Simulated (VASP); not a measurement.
Runs of VASP 6.6.1 on Ir. The structure is that of space group P6_3/mmc (No. 194), or close to it. The cells are those of the table. 

```csv
cell,k mesh,gap on the mesh (eV),pressure (GPa)
"a = 2.675, b = 2.675, c = 8.739 Å, angles 90.0, 90.0, 120.0°, 4 atoms",15 × 15 × 4,none,34.5
"a = 2.713, b = 2.713, c = 8.864 Å, angles 90.0, 90.0, 120.0°, 4 atoms",15 × 15 × 4,none,15.2
"a = 2.750, b = 2.750, c = 8.985 Å, angles 90.0, 90.0, 120.0°, 4 atoms",13 × 13 × 4,none,(a)
"a = 2.856, b = 2.856, c = 9.331 Å, angles 90.0, 90.0, 120.0°, 4 atoms",15 × 15 × 4,none,(c)
"a = 2.636, b = 2.636, c = 8.611 Å, angles 90.0, 90.0, 120.0°, 4 atoms",15 × 15 × 4,none,(b)
"a = 2.822, b = 2.822, c = 9.219 Å, angles 90.0, 90.0, 120.0°, 4 atoms",15 × 15 × 4,none,-20.6
"a = 2.787, b = 2.787, c = 9.104 Å, angles 90.0, 90.0, 120.0°, 4 atoms",15 × 15 × 4,none,-11.5
"a = 2.750, b = 2.750, c = 8.985 Å, angles 90.0, 90.0, 120.0°, 4 atoms",15 × 15 × 4,none,0.2
```

Alike in all rows: task single point; level RPBE; potentials or basis VASP PAW PBE potentials, release 64 (Ir); no spin polarisation; cutoff (eV) 520; smearing fermi-dirac 0.1 eV.

Q: Fill in the values left out.

A: (a) 0.3; (b) 59.1; (c) -27.6.

Caveats: the PAW data sets were made with another functional, which shifts forces and pressure a little; spin-orbit coupling is left out, which moves the levels of the heavy elements.

A k mesh can miss the band edges, and the runs leave out spin-orbit coupling on Ir.

A gap of «none» marks levels without a gap at the run's occupations.
